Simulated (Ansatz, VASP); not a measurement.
**ScPt: VASP beside Ansatz**

The input INCAR:

```
SYSTEM = ScPt
PREC = Accurate
ENCUT = 520
EDIFF = 1E-8
ISMEAR = -1
SIGMA = 0.05
LREAL = .False.
LASPH = .True.
NELM = 80
ALGO = Normal
ISIF = 2
LWAVE = .False.
LCHARG = .False.
GGA = CA
LEFG = .True.
NBANDS = 18
```

KPOINTS

```
Automatic mesh
0
Gamma
  10 10 10
  0 0 0
```

Contents of POSCAR:

```
ScPt
1.0
    3.2032465755      0.0000000000      0.0000000000
    0.0000000000      3.2032465755      0.0000000000
    0.0000000000      0.0000000000      3.2032465755
Sc Pt
1 1
Direct
    0.5000000000      0.5000000000      0.5000000000
    0.0000000000      0.0000000000      0.0000000000
```

Input for Ansatz:

```yaml
crystal:
  lattice:
    - [3.2032465755, 0.0, 0.0]
    - [0.0, 3.2032465755, 0.0]
    - [0.0, 0.0, 3.2032465755]
  atoms:
    - { symbol: Sc, position: [0.5, 0.5, 0.5] }
    - { symbol: Pt, position: [0.0, 0.0, 0.0] }
kpoints:
  mp_grid: { grid: [10, 10, 10] }
scf:
  occupations: { method: fermi_dirac, width: 0.05 }
hamiltonian:
  xc: lda
  pseudopotentials: { kind: all_electron, datasets: crystal }
output:
  forces: true
  stress: true
  eigenvalues: true
  efg: { contact_densities: true }
```

Change from the starting cell: volume scaled by 0.94, crystal datasets.

Alike in both runs: task electric field gradients; functional LDA; k mesh 10 × 10 × 10; occupations fermi-dirac, width 0.05 eV; no spin polarisation.

|  | VASP | Ansatz |
| --- | --- | --- |
| version | VASP 6.6.1 | Ansatz 0.2.0 |
| potentials or method | VASP PAW LDA potentials, release 64 (Sc_sv, Pt), cutoff 520 eV | all-electron PAW with datasets made for the crystal, scalar-relativistic |

Ansatz gave:

```
pressure (GPa) : 4.3
```

Q: Estimate VASP's values.

A: Pressure (GPa): 5.1.

LDA's correlation is that of Perdew and Zunger in VASP and of Perdew and Wang (1992) in Ansatz. Ansatz ran all-electron here, and VASP with PAW potentials.

Neither program's run includes spin-orbit coupling.
